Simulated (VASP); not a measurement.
**AlN: single point with PBE**

Crystal: AlN.

```
Al N
1.0
     3.20369    0.00000    0.00000
    -1.60185    2.77448    0.00000
     0.00000    0.00000    3.94214
Al N
2 2
Direct
  0.33333 0.66667 0.75000
  0.66667 0.33333 0.25000
  0.33333 0.66667 0.25000
  0.66667 0.33333 0.75000
```

This cell differs from its parent crystal: volume 8.760 Å^3 an atom, c/a of the conventional cell 1.2305.

- Program: VASP 6.6.1
- Task: single point
- Functional: PBE
- Potentials or basis: VASP PAW PBE potentials, release 64 (Al, N)
- Cutoff: 520 eV
- k mesh: 9 × 9 × 6
- Occupations: gaussian, width 0.05 eV
- Spin: no spin polarisation
- Dipole correction: no
- Further INCAR settings: ALGO = Normal; EDIFF = 1e-06; NBANDS = 16

* Pressure: 33.2 GPa
* Band gap on the k mesh: 4.25 eV, direct

Stress tensor (GPa, compression positive):
```
31.89  0.00  0.00
 0.00 31.89  0.00
 0.00  0.00 35.68
```

Levels at points of the mesh, in eV from the valence-band top:
```tsv
k point	band 5	band 6	band 7	band 8	band 9	band 10	band 11	band 12
(0.00, 0.00, 0.00)	-3.64	-1.72	-1.72	0.00	4.25	5.47	8.91	8.91
(0.00, 0.00, 0.50)	-2.73	-2.73	-2.73	-2.73	6.51	6.51	8.95	8.95
```

Run time: 11 s on 1 thread of Intel(R) Xeon(R) Platinum 8488C (Sapphire Rapids) (shared host), peak memory 0.15 GiB.

 A k mesh can miss the band edges.
